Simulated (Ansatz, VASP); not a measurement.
# Ti5B7N12 in VASP and in Ansatz

File INCAR:

```
  ALGO = Normal
  EDIFF = 1E-6
  ENCUT = 520
  GGA = PE
  GGA_COMPAT = False
  ISIF = 2
  ISMEAR = -1
  LASPH = True
  LCHARG = True
  LELF = True
  LREAL = False
  LVHAR = True
  LWAVE = False
  NBANDS = 88
  NELM = 120
  PREC = Accurate
  SIGMA = 0.3447
```

Contents of KPOINTS:

```
k-points
0
Gamma
  4 4 4
```

POSCAR

```
Ti5B7N12
1.0
    6.0637790000     -0.1437410000      0.1403350000
   -0.1437410000      6.1871700000     -0.0470690000
    0.1403350000     -0.0470690000      6.1640550000
Ti N B
5 12 7
Direct
    0.0774398663      0.3646809756      0.2757586247
    0.5504945093      0.2902157082      0.7260476858
    0.5041526406      0.9467456558      0.4086050276
    0.2648101216      0.5818651058      0.7655561781
    0.5865221378      0.3869616158      0.2338999076
    0.9547940615      0.6175554548      0.5920237386
    0.7599366801      0.7909899886      0.1596885938
    0.2369451984      0.2549018001      0.9084651784
    0.6045821751      0.5861196978      0.7658213853
    0.3713934050      0.2166513320      0.4779425150
    0.9894097864      0.4950981150      0.9984155253
    0.3657121164      0.8245376450      0.9275836492
    0.6011962702      0.1571122036      0.9892647942
    0.7637871112      0.2552491447      0.3602075410
    0.3595337363      0.6013615265      0.3873016083
    0.7546123538      0.0318387100      0.6278487029
    0.0553527265      0.9107091056      0.3668637261
    0.8249749086      0.6248123601      0.8607491435
    0.1661270964      0.6851034773      0.4497571713
    0.9760663286      0.9698057922      0.1843465611
    0.9205188902      0.8642843731      0.5455775531
    0.0660240104      0.1222207529      0.9700876880
    0.9187629609      0.9626602093      0.8239927737
    0.5372455681      0.9377071102      0.9818783727
```

Input for Ansatz:

```yaml
crystal:
  lattice:
    - [6.063779, -0.143741, 0.140335]
    - [-0.143741, 6.18717, -0.047069]
    - [0.140335, -0.047069, 6.164055]
  atoms:
    - { symbol: Ti, position: [0.0774398663, 0.3646809756, 0.2757586247] }
    - { symbol: Ti, position: [0.5504945093, 0.2902157082, 0.7260476858] }
    - { symbol: Ti, position: [0.5041526406, 0.9467456558, 0.4086050276] }
    - { symbol: Ti, position: [0.2648101216, 0.5818651058, 0.7655561781] }
    - { symbol: Ti, position: [0.5865221378, 0.3869616158, 0.2338999076] }
    - { symbol: "N", position: [0.9547940615, 0.6175554548, 0.5920237386] }
    - { symbol: "N", position: [0.7599366801, 0.7909899886, 0.1596885938] }
    - { symbol: "N", position: [0.2369451984, 0.2549018001, 0.9084651784] }
    - { symbol: "N", position: [0.6045821751, 0.5861196978, 0.7658213853] }
    - { symbol: "N", position: [0.371393405, 0.216651332, 0.477942515] }
    - { symbol: "N", position: [0.9894097864, 0.495098115, 0.9984155253] }
    - { symbol: "N", position: [0.3657121164, 0.824537645, 0.9275836492] }
    - { symbol: "N", position: [0.6011962702, 0.1571122036, 0.9892647942] }
    - { symbol: "N", position: [0.7637871112, 0.2552491447, 0.360207541] }
    - { symbol: "N", position: [0.3595337363, 0.6013615265, 0.3873016083] }
    - { symbol: "N", position: [0.7546123538, 0.03183871, 0.6278487029] }
    - { symbol: "N", position: [0.0553527265, 0.9107091056, 0.3668637261] }
    - { symbol: B, position: [0.8249749086, 0.6248123601, 0.8607491435] }
    - { symbol: B, position: [0.1661270964, 0.6851034773, 0.4497571713] }
    - { symbol: B, position: [0.9760663286, 0.9698057922, 0.1843465611] }
    - { symbol: B, position: [0.9205188902, 0.8642843731, 0.5455775531] }
    - { symbol: B, position: [0.0660240104, 0.1222207529, 0.970087688] }
    - { symbol: B, position: [0.9187629609, 0.9626602093, 0.8239927737] }
    - { symbol: B, position: [0.5372455681, 0.9377071102, 0.9818783727] }
basis:
  ecutwfc: 420
kpoints:
  mp_grid: { grid: [4, 4, 4] }
hamiltonian:
  xc: pbe
scf:
  occupations: { method: fermi_dirac, width: 0.3447 }
output:
  forces: true
  stress: true
  eigenvalues: true
  populations: true
  write_density: true
  write_potential: true
  elf: true
  volumetric_format: npy
```

Alike in both runs: task single point; functional PBE; k mesh 4 × 4 × 4; occupations fermi-dirac, width 0.3447 eV; no spin polarisation.

|  | VASP | Ansatz |
| --- | --- | --- |
| version | VASP 6.6.1 | Ansatz 0.2.0 |
| potentials or method | VASP PAW PBE potentials, release 64 (Ti_sv, N, B), cutoff 520 eV | scalar-relativistic, plane waves, PAW |
| valence electrons in the cell | 141 | 141 |

```tsv
	VASP	Ansatz	Ansatz less VASP
gap on the k mesh at the Fermi level (eV)	none	none	-
rms of the force components (eV/Å)	2.206	2.193	-0.0131
```

Atom by atom the forces differ by 0.040 eV/Å (rms over components). A gap of «none» marks a metal or a gap that the smearing closes. With one functional, cell and mesh, what is left measures potentials, basis and numerics.
